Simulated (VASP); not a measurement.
# GaAs (F-43m) in VASP: further runs, part 2 of 2

VASP 6.6.1. Earlier steps stand in the parts before.

## (4) Elastic constants, LDA

This run uses another cell than the first one, of 21.99 Å³/atom.

Input file INCAR:

```
SYSTEM = GaAs
PREC     = Accurate       ! precision mode
ENCUT    = 600            ! plane-wave cutoff, eV
EDIFF    = 1E-8           ! SCF threshold, eV
ISMEAR   = 0              ! smearing method
SIGMA    = 0.01           ! smearing width, eV
LREAL    = .FALSE.        ! projectors in reciprocal space
LASPH    = .TRUE.         ! aspherical terms in the spheres
NELM     = 80             ! most SCF steps
ALGO     = Normal         ! electronic algorithm
ISIF     = 3              ! what is computed and relaxed
LWAVE    = .FALSE.        ! write WAVECAR
LCHARG   = .TRUE.         ! write CHGCAR
NBANDS   = 16             ! bands
IBRION   = 6              ! ionic algorithm
NFREE    = 2            
POTIM    = 0.015          ! step
NSW      = 1              ! ionic steps
```

Input file KPOINTS:

```
Automatic mesh
0
G
  8 8 8
  0 0 0
```

Input file POSCAR:

```
GaAs
1.0
    0.0000000000      2.8014974874      2.8014974874
    2.8014974874      0.0000000000      2.8014974874
    2.8014974874      2.8014974874      0.0000000000
Ga As
1 1
Direct
    0.0000000000      0.0000000000      0.0000000000
    0.7500000000      0.7500000000      0.7500000000
```

Potentials or basis: VASP PAW LDA potentials, release 64 (Ga_d, As).

Launch:

```
$ cat potpaw_LDA.64/Ga_d/POTCAR potpaw_LDA.64/As/POTCAR > POTCAR
$ mpirun -np 1 vasp_std > vasp.out
```

OUTCAR:

```text
SYSTEM = GaAs
   PREC = Accurate
   ENCUT = 600
   EDIFF = 1E-8
   ISMEAR = 0
   LREAL = .FALSE.
   LASPH = .TRUE.
   NELM = 80
   ISIF = 3
   IBRION = 6
   NFREE = 2
   POTIM = 0.015
   NSW = 1

 ion  position               nearest neighbor table
   1  0.000  0.000  0.000-   2 2.43   2 2.43   2 2.43   2 2.43
   2  0.750  0.750  0.750-   1 2.43   1 2.43   1 2.43   1 2.43

  LATTYP: Found a face centered cubic cell.
 ALAT       =     5.6029949748

  Lattice vectors:

 A1 = (   0.0000000000,   2.8014974874,   2.8014974874)
 A2 = (   2.8014974874,   0.0000000000,   2.8014974874)
 A3 = (   2.8014974874,   2.8014974874,   0.0000000000)

Analysis of symmetry for initial positions (statically):
=====================================================================
 Subroutine PRICEL returns:
 Original cell was already a primitive cell.

 Routine SETGRP: Setting up the symmetry group for a
 face centered cubic supercell.

 Subroutine GETGRP returns: Found 24 space group operations
 (whereof 24 operations were pure point group operations)
 out of a pool of 48 trial point group operations.

The static configuration has the point symmetry T_d .

Analysis of symmetry for dynamics (positions and initial velocities):
=====================================================================
 Subroutine PRICEL returns:
 Original cell was already a primitive cell.

 Routine SETGRP: Setting up the symmetry group for a
 face centered cubic supercell.

 Subroutine GETGRP returns: Found 24 space group operations
 (whereof 24 operations were pure point group operations)
 out of a pool of 48 trial point group operations.

The dynamic configuration has the point symmetry T_d .

 Subroutine INISYM returns: Found 24 space group operations
 (whereof 24 operations are pure point group operations),
 and found     1 'primitive' translations

----------------------------------------------------------------------------------------

                                     Primitive cell

  volume of cell :      43.9745

  direct lattice vectors                    reciprocal lattice vectors
     0.000000000  2.801497487  2.801497487    -0.178475977  0.178475977  0.178475977
     2.801497487  0.000000000  2.801497487     0.178475977 -0.178475977  0.178475977
     2.801497487  2.801497487  0.000000000     0.178475977  0.178475977 -0.178475977

  length of vectors
     3.961915742  3.961915742  3.961915742     0.309129459  0.309129459  0.309129459

  position of ions in fractional coordinates (direct lattice)
     0.000000000  0.000000000  0.000000000
     0.750000000  0.750000000  0.750000000

  ion indices of the primitive-cell ions
   primitive index   ion index
                 1           1
                 2           2

[... 223 lines left out ...]

  energy  without entropy=       -9.6318330253  energy(sigma->0) =       -9.63183303

 E-fermi :   4.0513     XC(G=0):  -9.9657

 val. band max:        3.9483341754   @ k =   0.0000   0.0000   0.0000
 cond. band min:       4.3398198276   @ k =   0.0000   0.0000   0.0000
 fundamental gap:      0.3914856522
 Fermi energy:         4.0512811589

 k-point     1 :       0.0000    0.0000    0.0000
  band No.  band energies     occupation
      1     -11.0371      2.00000
      2     -11.0335      2.00000
      3     -11.0335      2.00000
      4     -10.9547      2.00000
      5     -10.9529      2.00000
      6      -8.9327      2.00000
[... 435 lines left out ...]
      5     -10.9507      2.00000
      6      -6.7844      2.00000
[... 8 lines left out ...]
     15      15.4317      0.00000
     16      15.9442      0.00000

 [... further k-points ...]

[... ionic steps 4 to 14 ...]

--------------------------------------- Ionic step       15  -------------------------------------------

 number of electron      18.0000002 magnetization

------------------------ aborting loop because EDIFF is reached ----------------------------------------
[... 67 lines left out ...]
--------------------------------------- Ionic step       17  -------------------------------------------

 number of electron      18.0000005 magnetization

 Free energy of the ion-electron system (eV)
  ---------------------------------------------------
  ext. energy  EPLUGINS =         0.00000000
  ---------------------------------------------------
  free energy    TOTEN  =        -9.63562846 eV

  energy without entropy =       -9.63562846  energy(sigma->0) =       -9.63562846

 E-fermi :   4.2385     XC(G=0): -10.0316

 val. band max:        4.1106854265   @ k =   0.0000   0.0000   0.0000
 cond. band min:       4.5999387456   @ k =   0.0000   0.0000   0.0000
 fundamental gap:      0.4892533191
 Fermi energy:         4.2384601410

 k-point     1 :       0.0000    0.0000    0.0000
  band No.  band energies     occupation
      1     -10.9210      2.00000
      2     -10.9191      2.00000
      3     -10.9168      2.00000
      4     -10.8341      2.00000
      5     -10.8341      2.00000
      6      -8.8975      2.00000
[... 476 lines left out ...]
  FREE ENERGIE OF THE ION-ELECTRON SYSTEM (eV)
  ---------------------------------------------------
  free  energy   TOTEN  =        -9.6356284636 eV

  energy  without entropy=       -9.6356284636  energy(sigma->0) =       -9.63562846

 INTERNAL STRAIN TENSORS FROM STRAINED CELLS
 ============================================

 INTERNAL STRAIN TENSOR FOR ION    1 for displacements in x,y,z  (eV/Angst):
          X           Y           Z          XY          YZ          ZX
  --------------------------------------------------------------------------------
  x    -0.00000     0.00000    -0.00000    -0.00000    -7.75399     0.00000
  y     0.00000     0.00000    -0.00000     0.00000     0.00000    -7.75414
  z     0.00000     0.00000     0.00000    -7.75261    -0.00000     0.00000

 INTERNAL STRAIN TENSORS FROM DISPLACED ATOMS
 ============================================

 INTERNAL STRAIN TENSOR FOR ION    1 for displacements in x,y,z  (eV/Angst):
          X           Y           Z          XY          YZ          ZX
  --------------------------------------------------------------------------------
  x     0.00000     0.00000     0.00000     0.00000    -7.75514     0.00000
  y     0.00000     0.00000     0.00000     0.00000     0.00000    -7.75514
  z     0.00000     0.00000     0.00000    -7.75514     0.00000     0.00000

 INTERNAL STRAIN TENSOR FOR ION    2 for displacements in x,y,z  (eV/Angst):
          X           Y           Z          XY          YZ          ZX
  --------------------------------------------------------------------------------
  x     0.00000     0.00000     0.00000     0.00000     7.74458     0.00000
  y     0.00000     0.00000     0.00000     0.00000     0.00000     7.74458
  z     0.00000     0.00000     0.00000     7.74458     0.00000     0.00000

 Eigenvectors and eigenvalues of the dynamical matrix
 ----------------------------------------------------

   1 f  =    8.119543 THz    51.016592 2PiTHz  270.838795 cm-1    33.579716 meV
             X         Y         Z           dx          dy          dz
      0.000000  0.000000  0.000000     0.000000    0.720036    0.000000
      4.202246  4.202246  4.202246     0.000000   -0.693937    0.000000
[... 21 lines left out ...]
   6 f/i=    0.003902 THz     0.024516 2PiTHz    0.130153 cm-1     0.016137 meV
             X         Y         Z           dx          dy          dz
      0.000000  0.000000  0.000000     0.000000    0.000000   -0.693937
      4.202246  4.202246  4.202246     0.000000    0.000000   -0.720036

--------------------------------------------------------------------------------------------------------

 ELASTIC MODULI CONTR FROM IONIC RELAXATION (kBar)
 Direction    XX          YY          ZZ          XY          YZ          ZX
 --------------------------------------------------------------------------------
 XX          -0.0000     -0.0000     -0.0000      0.0000      0.0000      0.0000
 YY          -0.0000     -0.0000      0.0000     -0.0000      0.0000      0.0000
 ZZ          -0.0000      0.0000     -0.0000      0.0000      0.0000     -0.0000
 XY           0.0000     -0.0000      0.0000   -224.6305     -0.0000      0.0000
 YZ           0.0000      0.0000      0.0000     -0.0000   -224.6305     -0.0000
 ZX           0.0000      0.0000     -0.0000      0.0000     -0.0000   -224.6305
 --------------------------------------------------------------------------------

 TOTAL ELASTIC MODULI (kBar)
 Direction    XX          YY          ZZ          XY          YZ          ZX
 --------------------------------------------------------------------------------
 XX        1181.8412    544.1094    544.1094      0.0000     -0.0000     -0.0000
 YY         544.1094   1181.8412    544.1094      0.0000      0.0000      0.0000
 ZZ         544.1094    544.1094   1181.8412     -0.0000      0.0000     -0.0000
 XY           0.0000      0.0000     -0.0000    586.8750     -0.0000      0.0000
 YZ          -0.0000      0.0000      0.0000     -0.0000    586.8750     -0.0000
 ZX          -0.0000      0.0000     -0.0000      0.0000     -0.0000    586.8750
 --------------------------------------------------------------------------------
```

Wall time 13 min (1 thread of Intel Xeon 8259CL, shared host); peak memory 0.34 GiB.

Results:

* Elastic constants C11, C12, C44: 118, 54, 59 GPa
* Voigt bulk modulus: 76 GPa
* Highest phonon frequency at Γ, LO-TO splitting left out: 271 cm⁻¹

Phonon frequencies in cm⁻¹ (negative: imaginary):
| q point | frequencies |
| --- | --- |
| (0.000, 0.000, 0.000) | 0 0 0 271 271 271 |

Elastic tensor in Voigt notation (GPa, in the Cartesian axes of the cell as first typed):
```
118  54  54   0   0   0
 54 118  54   0   0   0
 54  54 118   0   0   0
  0   0   0  59   0   0
  0   0   0   0  59   0
  0   0   0   0   0  59
```

Clamped-ion elastic tensor (GPa):
```
118  54  54   0   0   0
 54 118  54   0   0   0
 54  54 118   0   0   0
  0   0   0  81   0   0
  0   0   0   0  81   0
  0   0   0   0   0  81
```
